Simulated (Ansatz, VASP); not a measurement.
Two plane-wave programs on Rb2ScCdC6N6

```xyz
16
Lattice="0.0000 5.2895 5.2895 5.2895 0.0000 5.2895 5.2895 5.2895 0.0000" Properties=species:S:1:pos:R:3 pbc="T T T"
Rb    2.6448    2.6448    2.6448
Rb    7.9343    7.9343    7.9343
Sc    0.0000    0.0000    0.0000
Cd    5.2895    5.2895    5.2895
C     2.0220    5.2895    5.2895
C     5.2895    2.0220    5.2895
C     5.2895    5.2895    2.0220
C     8.5570    5.2895    5.2895
C     5.2895    8.5570    5.2895
C     5.2895    5.2895    8.5570
N     3.1920    5.2895    5.2895
N     5.2895    3.1920    5.2895
N     5.2895    5.2895    3.1920
N     7.3870    5.2895    5.2895
N     5.2895    7.3870    5.2895
N     5.2895    5.2895    7.3870
```

Alike in both runs: task single point; functional PBE; k mesh 4 × 4 × 4; occupations gaussian, width 0.1 eV; no spin polarisation.

|  | VASP | Ansatz |
| --- | --- | --- |
| version | VASP 6.6.1 | Ansatz 0.2.0 |
| potentials or method | VASP PAW PBE potentials, release 64 (Rb_sv, Sc_sv, Cd, C, N), cutoff 520 eV | scalar-relativistic, plane waves, PAW |
| valence electrons in the cell | 95 | 103 |

Ansatz gave:

* gap on the k mesh at the Fermi level (eV): none
* pressure (GPa): 17.0
* rms of the force components (eV/Å): 1.174

Problem. What did VASP give for the same quantities?

Solution. gap on the k mesh at the Fermi level (eV): none; pressure (GPa): 17.7; rms of the force components (eV/Å): 1.022.

Atom by atom the forces differ by 0.154 eV/Å (rms over components). A gap of «none» marks a metal or a gap that the smearing closes. With one functional, cell and mesh, what is left measures potentials, basis and numerics. VASP's potentials hold 95 valence electrons a cell and Ansatz's 103, so a difference there can come from the potentials and not from the codes.

Noted on VASP's run: the standard files for N, O and F lose accuracy on very short bonds.
